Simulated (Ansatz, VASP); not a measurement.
**One calculation of Na, two programs**

The input INCAR:

```
PREC     = Accurate       # precision mode
ENCUT    = 520            # plane-wave cutoff, eV
EDIFF    = 1E-6           # SCF threshold, eV
ISMEAR   = -1             # smearing method
SIGMA    = 0.1            # smearing width, eV
LREAL    = F              # projectors in reciprocal space
LASPH    = T              # aspherical terms in the spheres
NELM     = 80             # most SCF steps
ALGO     = Normal         # electronic algorithm
ISIF     = 2              # what is computed and relaxed
LWAVE    = F              # write WAVECAR
LCHARG   = T              # write CHGCAR
GGA      = PS             # functional
LELF     = T              # ELF
LVHAR    = T            
NBANDS   = 10             # bands
```

The input KPOINTS:

```
Automatic mesh
0
Gamma
  17 17 17
```

The input POSCAR:

```
Na
1.0
   -2.0847913414      2.0847913414      2.0847913414
    2.0847913414     -2.0847913414      2.0847913414
    2.0847913414      2.0847913414     -2.0847913414
Na
1
Direct
    0.0000000000      0.0000000000      0.0000000000
```

Input for Ansatz:

```yaml
crystal:
  lattice:
    - [-2.0847913414, 2.0847913414, 2.0847913414]
    - [2.0847913414, -2.0847913414, 2.0847913414]
    - [2.0847913414, 2.0847913414, -2.0847913414]
  atoms:
    - { symbol: Na, position: [0.0, 0.0, 0.0] }
hamiltonian:
  xc: pbesol
  pseudopotentials:
    kind: paw
    azcp:
      Na: "pseudopotentials/Na.paw.azcp"
basis:
  ecutwfc: 420
  fft_grid_basis: typed
kpoints:
  mp_grid: { grid: [17, 17, 17], shift: [0, 0, 0] }
magnetization:
  spin_polarized: false
scf:
  occupations: { method: fermi_dirac, width: 0.1 }
output:
  stress: true
```

Alike in both runs: task single point; functional PBEsol; k mesh 17 × 17 × 17; occupations fermi-dirac, width 0.1 eV; no spin polarisation.

|  | VASP | Ansatz |
| --- | --- | --- |
| version | VASP 6.6.1 | Ansatz 0.2.0 |
| potentials or method | VASP PAW PBE potentials, release 64 (Na_pv), cutoff 520 eV | plane waves (420 eV) with PAW, scalar-relativistic |
| valence electrons in the cell | 7 | 9 |

|  | VASP | Ansatz | Ansatz less VASP |
| --- | --- | --- | --- |
| pressure (GPa) | 0.0 | 0.0 | +0.02 |

VASP's potentials were made for PBE, not for PBEsol, and Ansatz warns of the same on its side. With one functional, cell and mesh, what is left measures potentials, basis and numerics. VASP's potentials hold 7 valence electrons a cell and Ansatz's 9, so a difference there can come from the potentials and not from the codes.
